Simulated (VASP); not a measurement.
Runs of VASP 6.6.1 on Sb. The structure is that of space group Cmce (No. 64), or close to it. The cells are those of the table. 

```csv
task,cell,k mesh,cutoff (eV),gap on the mesh (eV),pressure (GPa),relaxed volume (Å³/atom),largest force (eV/Å)
relaxation of cell and atoms,"relaxed from a = 3.929, b = 3.929, c = 8.837 Å, angles 90.0, 90.0, 66.9°, 4 atoms",6 × 6 × 2,600,none,-0.1,29.02,0.03
single point,"a = 6.612, b = 6.612, c = 4.767 Å, angles 90.0, 90.0, 141.4°, 4 atoms",6 × 6 × 4,520,0.10,0.2,-,0.05
relaxation of cell and atoms,"relaxed from a = 6.496, b = 6.496, c = 5.169 Å, angles 90.0, 90.0, 145.0°, 4 atoms",6 × 6 × 4,600,(c),0.0,32.68,0.03
single point,"a = 3.929, b = 3.929, c = 8.837 Å, angles 90.0, 90.0, 66.9°, 4 atoms",6 × 6 × 2,520,none,(a),-,(b)
```

Alike in all rows: level PBE; potentials or basis VASP PAW PBE potentials, release 64 (Sb); no spin polarisation; smearing gaussian 0.1 eV.

**Question.** Fill in the values left out.

**Answer.** (a) 7.6; (b) 4.06; (c) 0.09.

Caveats: spin-orbit coupling is left out, which moves the levels of the heavy elements; forces of over 1 eV/Å act on the atoms, so gaps and moduli don't describe the material at rest (some runs).

A k mesh can miss the band edges, and the runs leave out spin-orbit coupling on Sb.

A gap of «none» marks levels without a gap at the run's occupations.
